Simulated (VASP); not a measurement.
A run of VASP 6.6.1 is set up as follows.

The input INCAR:

```
SYSTEM = LiH
PREC     = Accurate       ! precision mode
ENCUT    = 520            ! plane-wave cutoff, eV
EDIFF    = 1E-6           ! SCF threshold, eV
ISMEAR   = 0              ! smearing method
SIGMA    = 0.01           ! smearing width, eV
LREAL    = .FALSE.        ! projectors in reciprocal space
LASPH    = .TRUE.         ! aspherical terms in the spheres
NELM     = 60             ! most SCF steps
ALGO     = Normal         ! electronic algorithm
ISIF     = 2              ! what is computed and relaxed
LWAVE    = .FALSE.        ! write WAVECAR
LCHARG   = .FALSE.        ! write CHGCAR
IBRION   = 2              ! ionic algorithm
NSW      = 50             ! ionic steps
EDIFFG   = -0.002         ! ionic threshold
```

KPOINTS

```
Automatic mesh
0
G
  10 10 10
  0 0 0
```

Contents of POSCAR:

```
LiH
1.0
    0.0097722732      1.9593407710      1.9593407710
    1.9593407710      0.0097722732      1.9593407710
    1.9593407710      1.9593407710      0.0097722732
Li H
1 1
Direct
    0.0000000000      0.0000000000      0.0000000000
    0.5000000000      0.5000000000      0.5000000000
```

Potentials or basis: VASP PAW LDA potentials, release 64 (Li_sv, H).

Command:

```console
$ cat potpaw_LDA.64/Li_sv/POTCAR potpaw_LDA.64/H/POTCAR > POTCAR
$ mpirun -np 1 vasp_std > vasp.out
```

(1) What does it give for the band gap on the k mesh?

## Answers

(1) 2.53 eV, direct.

Caveat: the cell differs from its parent crystal (equal xy, yz and zx engineering shears of +0.5 %); the relaxation stopped at its first step, so nothing moved.
